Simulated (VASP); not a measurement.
SiB4:

```
Si B
1.0
     3.70438    0.00000    0.00000
    -1.85219    3.20809    0.00000
     0.00000    0.00000    3.24144
Si B
1 4
Cartesian
  0.0000 0.0000 0.0000
  1.8522 0.0000 0.0000
  -0.9261 1.6040 0.0000
  0.9261 1.6040 0.0000
  0.0000 0.0000 1.6207
```

* Program: VASP 6.6.1
* Task: relaxation of cell and atoms
* Functional: PBE
* Potentials or basis: VASP PAW PBE potentials, release 64 (Si, B)
* Cutoff: 600 eV
* k mesh: 6 × 6 × 6
* Occupations: gaussian, width 0.1 eV
* Spin: no spin polarisation

At the start: pressure 94.6 GPa; volume 7.70 Å³/atom.

**Question.** How do energy, volume and symmetry change on relaxing?

**Answer.** Over 8 steps the energy falls by 881.0 meV/atom and the volume is 11.14 Å³/atom (+44.5 %); space group P6/mmm (No. 191, to 0.05 Å).

Step by step:
| step | energy change (eV) | largest force (eV/Å) | pressure (GPa) | volume (Å³) |
| --- | --- | --- | --- | --- |
| 1 | 0.0000 | 0.0000 | 94.57 | 38.52 |
| 2 | -3.5387 | 0.0000 | -17.22 | 69.20 |
| 3 | -4.3791 | 0.0000 | -0.21 | 55.49 |
| 4 | -4.3805 | 0.0000 | -2.02 | 56.34 |
| 5 | -4.3812 | 0.0000 | -1.19 | 55.95 |
| 6 | -4.4036 | 0.0000 | 0.97 | 55.24 |
| 7 | -4.4036 | 0.0000 | 0.90 | 55.26 |
| 8 | -4.4051 | 0.0000 | 0.01 | 55.68 |

Final structure:
```
Si B
1.0
     4.00378    0.00000    0.00000
    -2.00189    3.46737    0.00000
     0.00000    0.00000    4.01091
Si B
1 4
Direct
  0.00000 0.00000 0.00000
  0.50000 0.00000 0.00000
  0.00000 0.50000 0.00000
  0.50000 0.50000 0.00000
  0.00000 0.00000 0.50000
```

Caveat: the volume moved by over 15 % at a fixed basis, so the end points are rough.
